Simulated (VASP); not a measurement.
# C (Fmmm) in VASP: notebook

The runs below take C through single point, with PBE.

Program: VASP 6.6.1. These are calculated values, not measurements. Logs are shortened: lines on timing, memory, paths and dates and some standing lists are left out, and cuts for length are marked.

## Step 1: The cell of the first run

Symmetry: Fmmm, No. 69, orthorhombic system. Conventional cell: a = 2.456 Å, b = 4.254 Å, c = 6.696 Å, α = 90.00°, β = 90.00°, γ = 90.00°. Within 1.9 Å of C (site symmetry m2m) lie 3 C at 1.42 Å.

## Step 2: Single point, PBE

The input, INCAR:

```
PREC = Accurate
ENCUT = 520
EDIFF = 1E-6
ISMEAR = 1
SIGMA = 0.15
LREAL = False
LASPH = True
NELM = 80
ALGO = Normal
ISIF = 2
LWAVE = False
LCHARG = False
GGA = PE
NBANDS = 11
```

The input, KPOINTS:

```
Automatic mesh
0
Gamma
  14 14 14
```

The input, POSCAR:

```
C
1.0
    0.0000000000      2.1270000000      3.3480000000
    1.2280000000      0.0000000000      3.3480000000
    1.2280000000      2.1270000000      0.0000000000
C
2
Direct
    0.1666700000      0.8333300000      0.1666700000
    0.8333300000      0.1666700000      0.8333300000
```

Potentials or basis: VASP PAW PBE potentials, release 64 (C).

Started as:

```console
$ cat potpaw_PBE.64/C/POTCAR > POTCAR
$ mpirun -np 1 vasp_std > vasp.out
```

OUTCAR:

```text
PREC = Accurate
   ENCUT = 520
   EDIFF = 1E-6
   ISMEAR = 1
   LREAL = False
   LASPH = True
   NELM = 80
   ISIF = 2
   GGA = PE

 ion  position               nearest neighbor table
   1  0.167  0.833  0.167-   2 1.42   2 1.42   2 1.42
   2  0.833  0.167  0.833-   1 1.42   1 1.42   1 1.42

  LATTYP: Found a face centered orthorhombic cell.
 ALAT       =     2.4560000000
 B/A-ratio  =     1.7320846906
 C/A-ratio  =     2.7263843648

  Lattice vectors:

 A1 = (   0.0000000000,   2.1270000000,   3.3480000000)
 A2 = (   1.2280000000,   0.0000000000,   3.3480000000)
 A3 = (   1.2280000000,   2.1270000000,   0.0000000000)

Analysis of symmetry for initial positions (statically):
=====================================================================
 Subroutine PRICEL returns:
 Original cell was already a primitive cell.

 Routine SETGRP: Setting up the symmetry group for a
 face centered orthorhombic supercell.

 Subroutine GETGRP returns: Found  8 space group operations
 (whereof  8 operations were pure point group operations)
 out of a pool of  8 trial point group operations.

The static configuration has the point symmetry D_2h.

Analysis of symmetry for dynamics (positions and initial velocities):
=====================================================================
 Subroutine PRICEL returns:
 Original cell was already a primitive cell.

 Routine SETGRP: Setting up the symmetry group for a
 face centered orthorhombic supercell.

 Subroutine GETGRP returns: Found  8 space group operations
 (whereof  8 operations were pure point group operations)
 out of a pool of  8 trial point group operations.

The dynamic configuration has the point symmetry D_2h.

 Subroutine INISYM returns: Found  8 space group operations
 (whereof  8 operations are pure point group operations),
 and found     1 'primitive' translations

----------------------------------------------------------------------------------------

                                     Primitive cell

  volume of cell :      17.4897

  direct lattice vectors                    reciprocal lattice vectors
     0.000000000  2.127000000  3.348000000    -0.407166124  0.235072873  0.149342891
     1.228000000  0.000000000  3.348000000     0.407166124 -0.235072873  0.149342891
     1.228000000  2.127000000  0.000000000     0.407166124  0.235072873 -0.149342891
[... 90 lines left out ...]
   ISIF   =      2    stress and relaxation
   ISYM   =      2    0-nonsym 1-usesym 2-fastsym
   POTIM  = 0.5000    time-step for ionic-motion
   TEBEG  =    0.0;   TEEND  =   0.0 temperature during run
   PSTRESS=    0.0 pullay stress
   NELECT =       8.0000    total number of electrons
   NUPDOWN=      -1.0000    fix difference up-down
   EMIN   =  10.00;   EMAX   =-10.00  energy-range for DOS
   EFERMI =   0.00;   METHOD = LEGACY
   ISMEAR =     1;   SIGMA  =   0.15  broadening in eV -4-tet -1-fermi 0-gaus
   EFERMI_NEDOS =   21; number of points for ismear=-14 and -15
   IALGO  =     38    algorithm
   IMIX   =      4    mixing-type and parameters
     AMIX     =   0.40;   BMIX     =  1.00
     AMIX_MAG =   1.60;   BMIX_MAG =  1.00
  volume/ion in A,a.u.               =       8.74        59.01
  Fermi-wavevector in a.u.,A,eV,Ry     =   1.261376  2.383654 21.647797  1.591068
  Thomas-Fermi vector in A             =   2.394838
   LORBIT       =      0    0 simple, 1 ext, 2 COOP (PROOUT), +10 PAW based schemes
   GGA     = PE    functional components
   LHFCALC =     F    Hartree Fock is set to
   AEXX    =    0.0000 exact exchange contribution
   IVDW    =     0    specifies the selected vdW correction
   LEPSILON=     F    determine dielectric tensor
   LRPA    =     F    only Hartree local field effects (RPA)
 non-spin polarized calculation
 Methfessel and Paxton  Order N= 1 SIGMA  =   0.15
  energy-cutoff  :      520.00
  volume of cell :       17.49
 maximum number of plane-waves:       499
 NGX is ok and might be reduce to    30
   NGX = 15   NGY = 13   NGZ =  9

 number of electron       8.0000000 magnetization

 Free energy of the ion-electron system (eV)
  ---------------------------------------------------
  ext. energy  EPLUGINS =         0.00000000
  ---------------------------------------------------
  free energy    TOTEN  =       -18.41584868 eV

  energy without entropy =      -18.41606929  energy(sigma->0) =      -18.41592222

 E-fermi :   5.1383     XC(G=0): -10.3581

 val. band max:        4.8786530169   @ k =   0.5000  -0.1429   0.3571
 cond. band min:       5.2338268517   @ k =  -0.1429   0.2143   0.2857
 fundamental gap:      0.3551738348
 Fermi energy:         5.1382701057

 k-point     1 :       0.0000    0.0000    0.0000
  band No.  band energies     occupation
      1     -14.9767      2.00000
      2      -1.8478      2.00000
      3       1.7552      2.00000
      4       1.7817      2.00000
      5       9.0246      0.00000
      6      13.1660      0.00000
      7      13.2372      0.00000
      8      16.2897      0.00000
      9      17.6338      0.00000
     10      27.5435      0.00000
     11      30.5384      0.00000
[... 309 lines left out ...]
 k-point    24 :       0.2857    0.1429    0.0000
  band No.  band energies     occupation
      1     -14.3771      2.00000
      2      -2.1418      2.00000
      3       0.0058      2.00000
      4       0.8695      2.00000
      5      11.5883      0.00000
      6      13.2896      0.00000
      7      14.7159      0.00000
      8      15.1395      0.00000
      9      18.5082      0.00000
     10      26.8834      0.00000
     11      28.8138      0.00000

 [... further k-points ...]

------------------------ aborting loop because EDIFF is reached ----------------------------------------

  FORCE on cell =-STRESS in cart. coord.  units (eV):
  Direction    XX          YY          ZZ          XY          YZ          ZX
  --------------------------------------------------------------------------------------
  -------------------------------------------------------------------------------------
  Total        0.6077764      0.6151796      0.4284375     -0.0000000      0.0000000      0.0000000
  in kB       55.6766510     56.3548350     39.2479335     -0.0000000      0.0000000      0.0000000
  external PRESSURE =      50.4264732 kB  Pullay stress =       0.0000000 kB

 VOLUME and BASIS-vectors are now :
 -----------------------------------------------------------------------------
  energy-cutoff  :      520.00
  volume of cell :       17.49
      direct lattice vectors                 reciprocal lattice vectors
     0.000000000  2.127000000  3.348000000    -0.407166124  0.235072873  0.149342891
     1.228000000  0.000000000  3.348000000     0.407166124 -0.235072873  0.149342891
     1.228000000  2.127000000  0.000000000     0.407166124  0.235072873 -0.149342891

 POSITION                                       TOTAL-FORCE (eV/Angst)
 -----------------------------------------------------------------------------------
      1.22800      0.70901      3.34800         0.000000      0.035355      0.000000
      1.22800      3.54499      3.34800         0.000000     -0.035355      0.000000
 -----------------------------------------------------------------------------------
    total drift:                               -0.000000     -0.000000     -0.000000

  FREE ENERGIE OF THE ION-ELECTRON SYSTEM (eV)
  ---------------------------------------------------
  free  energy   TOTEN  =       -18.4158486764 eV

  energy  without entropy=      -18.4160692936  energy(sigma->0) =      -18.41592222
```

OSZICAR:

```text
N       E                     dE             d eps       ncg     rms          rms(c)
DAV:   1     0.322334075223E+00    0.32233E+00   -0.41389E+03  9624   0.649E+02
DAV:   2    -0.192094036311E+02   -0.19532E+02   -0.18604E+02 12411   0.119E+02
DAV:   3    -0.196377495683E+02   -0.42835E+00   -0.42765E+00 11877   0.142E+01
DAV:   4    -0.196393990757E+02   -0.16495E-02   -0.15566E-02 10925   0.104E+00
DAV:   5    -0.196394053108E+02   -0.62350E-05   -0.62348E-05 12020   0.597E-02    0.641E+00
DAV:   6    -0.187075439243E+02    0.93186E+00   -0.80003E-01 10799   0.516E+00    0.374E+00
DAV:   7    -0.184124320180E+02    0.29511E+00   -0.89827E-01 11106   0.552E+00    0.106E+00
DAV:   8    -0.184159773779E+02   -0.35454E-02   -0.19149E-02 10513   0.887E-01    0.118E-01
DAV:   9    -0.184157732146E+02    0.20416E-03   -0.55849E-04 11483   0.148E-01    0.527E-02
DAV:  10    -0.184158494273E+02   -0.76213E-04   -0.13524E-04 10624   0.805E-02    0.275E-02
DAV:  11    -0.184158486764E+02    0.75084E-06   -0.64678E-06 11560   0.144E-02
   1 F= -.18415849E+02 E0= -.18415922E+02  d E =0.220617E-03
```

stdout:

```text
POSCAR found type information on POSCAR C
 POSCAR found :  1 types and       2 ions
 scaLAPACK will be used
 LDA part: xc-table for (Slater+PW92), standard interpolation
 POSCAR, INCAR and KPOINTS ok, starting setup
 FFT: planning ... GRIDC
 FFT: planning ... GRID_SOFT
 FFT: planning ... GRID
 WAVECAR not read
 entering main loop
```

Wall time 35 s (1 thread of Intel Xeon 6975P-C (Granite Rapids), shared host); peak memory 0.18 GiB.

What came out:

* Free energy: -18.4158 eV
* Pressure: 5.0 GPa
* Largest force: 0.035 eV/Å

Forces on the atoms (eV/Å):
```
C    0.000  0.035  0.000
C    0.000 -0.035  0.000
```

Stress tensor (GPa, compression positive):
```
5.57 0.00 0.00
0.00 5.64 0.00
0.00 0.00 3.92
```

Caveat: the cell stands under pressure; this functional lacks dispersion, which binds the layers, so the pressure and a relaxed spacing across them are unreliable.

## Step 3: Single point, PBE

The input, INCAR:

```
ALGO = Normal
EDIFF = 1E-7
ENCUT = 520
GGA = PE
ISIF = 2
ISMEAR = -5
LASPH = True
LCHARG = False
LREAL = False
LWAVE = False
NBANDS = 11
NELM = 100
PREC = Accurate
SIGMA = 0.1
```

The input, KPOINTS:

```
k-points
0
Gamma
  14 14 14
```

POSCAR is that of step 2.

Potentials or basis: VASP PAW PBE potentials, release 64 (C).

Started as:

```console
$ cat potpaw_PBE.64/C/POTCAR > POTCAR
$ mpirun -np 1 vasp_std > vasp.out
```

It took 39 s on 1 thread of Intel Xeon 6975P-C (Granite Rapids), shared host; peak memory 0.18 GiB.

Results (log left out):

```yaml
Free_energy: -18.4160 eV
Pressure: 5.1 GPa
Largest_force: 0.031 eV/Å
```

Forces on the atoms (eV/Å):
```
C    0.000  0.031  0.000
C    0.000 -0.031  0.000
```

Stress tensor (GPa, compression positive):
```
5.61 0.00 0.00
0.00 5.62 0.00
0.00 0.00 3.95
```

Caveat: the cell stands under pressure; this functional lacks dispersion, which binds the layers, so the pressure and a relaxed spacing across them are unreliable.
